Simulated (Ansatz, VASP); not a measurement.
# CoO in VASP and in Ansatz

```xyz
2
Lattice="0.0000 2.1260 2.1260 2.1260 0.0000 2.1260 2.1260 2.1260 0.0000" Properties=species:S:1:pos:R:3 pbc="T T T"
Co    0.0000    0.0000    0.0000
O     2.1260    2.1260    2.1260
```

Alike in both runs: task single point; functional LDA; k mesh 10 × 10 × 10; occupations gaussian, width 0.05 eV; collinear spin; Hubbard terms Co d U = 3.3 eV.

```csv
,VASP,Ansatz
version,VASP 6.6.1,Ansatz 0.2.0
potentials or method,"VASP PAW LDA potentials, release 64 (Co_sv, O), cutoff 600 eV","scalar-relativistic, plane waves, PAW"
valence electrons in the cell,23,23
```

|  | VASP | Ansatz | Ansatz less VASP |
| --- | --- | --- | --- |
| pressure (GPa) | -18.0 | -7.8 | +10.27 |
| net moment per atom (μB) | 1.50 | 1.50 | 0.000 |
| size of the moment on the site where the two differ most (μB) | 2.65 | 2.57 | -0.084 |

LDA's correlation is that of Perdew and Zunger in VASP and of Perdew and Wang (1992) in Ansatz. Site moments also hang on the region over which each program counts them. The programs project onto different local orbitals, so the same U acts differently, and such runs can settle in different states. Ansatz's warnings: symmetry narrowed by occupation matrices.
